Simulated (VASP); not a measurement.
Here is a VASP 6.6.1 calculation.

File INCAR:

```
PREC     = Accurate       # precision mode
ENCUT    = 520            # plane-wave cutoff, eV
EDIFF    = 1E-6           # SCF threshold, eV
ISMEAR   = 0              # smearing method
SIGMA    = 0.1            # smearing width, eV
LREAL    = F              # projectors in reciprocal space
LASPH    = T              # aspherical terms in the spheres
NELM     = 100            # most SCF steps
ALGO     = Normal         # electronic algorithm
ISIF     = 2              # what is computed and relaxed
LWAVE    = F              # write WAVECAR
LCHARG   = T              # write CHGCAR
LDIPOL   = T            
IDIPOL   = 3            
DIPOL    = 0.5 0.5 0.500
GGA      = PE             # functional
LELF     = T              # ELF
LVHAR    = T            
LVACPOTAV= T            
NBANDS   = 13             # bands
```

KPOINTS

```
regular mesh
0
Gamma
  6 6 1
```

File POSCAR:

```
Pb
1.0
    4.1506590000      0.0000000000      0.0000000000
   -2.0753290000      3.5945760000      0.0000000000
    0.0000000000      0.0000000000     14.0000000000
Pb
1
Direct
    0.0000000000      0.0000000000      0.5000000000
```

Potentials or basis: VASP PAW PBE potentials, release 64 (Pb_d).

Command:

```console
$ cat potpaw_PBE.64/Pb_d/POTCAR > POTCAR
$ mpirun -np 1 vasp_std > vasp.out
```

Question: What does it give for the band gap on the k mesh?

Answer: Zero (band 7 reaches -2.10 eV, above the bottom of band 8 at -2.72 eV).

Caveat: spin-orbit coupling is left out, which moves the levels of the heavy elements.
